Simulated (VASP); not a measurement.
Wanted: the native input for a VASP 6.6.1 run.

- Task: single point
- Functional: PBEsol
- Potentials or basis: VASP PAW PBE potentials, release 64 (Mg, S)
- Cutoff: 600 eV
- k mesh: 4 × 4 × 4
- Occupations: gaussian, width 0.01 eV
- Spin: no spin polarisation
- Dipole correction: no
- Further INCAR settings: ALGO = Normal; EDIFF = 1e-06; NBANDS = 11

The structure of MgS (Niningerite) lies in POSCAR:

```
MgS
1.0
    0.0000000000      2.6016500000      2.6016500000
    2.6016500000      0.0000000000      2.6016500000
    2.6016500000      2.6016500000      0.0000000000
Mg S
1 1
Direct
    0.0000000000      0.0000000000      0.0000000000
    0.5000000000      0.5000000000      0.5000000000
```

These files were run (other wordings do the same):

INCAR

```
PREC     = Accurate       # precision mode
ENCUT    = 600            # plane-wave cutoff, eV
EDIFF    = 1E-6           # SCF threshold, eV
ISMEAR   = 0              # smearing method
SIGMA    = 0.01           # smearing width, eV
LREAL    = False          # projectors in reciprocal space
LASPH    = True           # aspherical terms in the spheres
NELM     = 120            # most SCF steps
ALGO     = Normal         # electronic algorithm
ISIF     = 2              # what is computed and relaxed
LWAVE    = False          # write WAVECAR
LCHARG   = False          # write CHGCAR
GGA      = PS             # functional
NBANDS   = 11             # bands
GGA_COMPAT= False
```

KPOINTS

```
regular mesh
0
Gamma
  4 4 4
```

Potentials or basis: VASP PAW PBE potentials, release 64 (Mg, S).

The run is started by

```bash
$ cat potpaw_PBE.64/Mg/POTCAR potpaw_PBE.64/S/POTCAR > POTCAR
$ mpirun -np 1 vasp_std > vasp.out
```

Results of the run:

```
Pressure               : -0.7 GPa
Band gap on the k mesh : 2.68 eV, indirect (least direct gap 3.58 eV)
```

Caveat: the k points lie up to 0.52 Å⁻¹ apart; the PAW data sets were made with another functional, which shifts forces and pressure a little.

Run time: 6.1 s on 1 thread of AMD EPYC 7R13 Processor (Zen 3) (shared host), peak memory 0.13 GiB.
